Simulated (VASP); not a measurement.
Here is a VASP 6.6.1 calculation.

Contents of INCAR:

```
SYSTEM = Bi
PREC = Accurate
ENCUT = 520
EDIFF = 1E-6
ISMEAR = -1
SIGMA = 0.1
LREAL = .False.
LASPH = .True.
NELM = 60
ALGO = Normal
ISIF = 2
LWAVE = .False.
LCHARG = .True.
GGA = CA
LELF = .True.
LVHAR = .True.
NBANDS = 38
```

KPOINTS

```
regular mesh
0
Gamma
  12 12 3
  0 0 0
```

File POSCAR:

```
Bi
1.0
    3.4433446874      0.0000000000      0.0000000000
   -1.7216723437      2.9820239732      0.0000000000
    0.0000000000      0.0000000000     11.4752479157
Bi
4
Direct
    0.0000000000      0.0000000000      0.0000000000
    0.0000000000      0.0000000000      0.5000000000
    0.3333333333      0.6666666667      0.2500000000
    0.6666666667      0.3333333333      0.7500000000
```

Potentials or basis: VASP PAW LDA potentials, release 64 (Bi_d).

Launch:

```bash
$ cat potpaw_LDA.64/Bi_d/POTCAR > POTCAR
$ mpirun -np 1 vasp_std > vasp.out
```

What does it give for the band gap on the k mesh?

Zero (bands 30 and 31 overlap by 6.57 eV).

Predict the pressure.

-0.1 GPa.

Stress tensor (GPa, compression positive):
```
-0.21  0.00  0.00
 0.00 -0.21  0.00
 0.00  0.00  0.13
```

Caveat: spin-orbit coupling is left out, which moves the levels of the heavy elements.
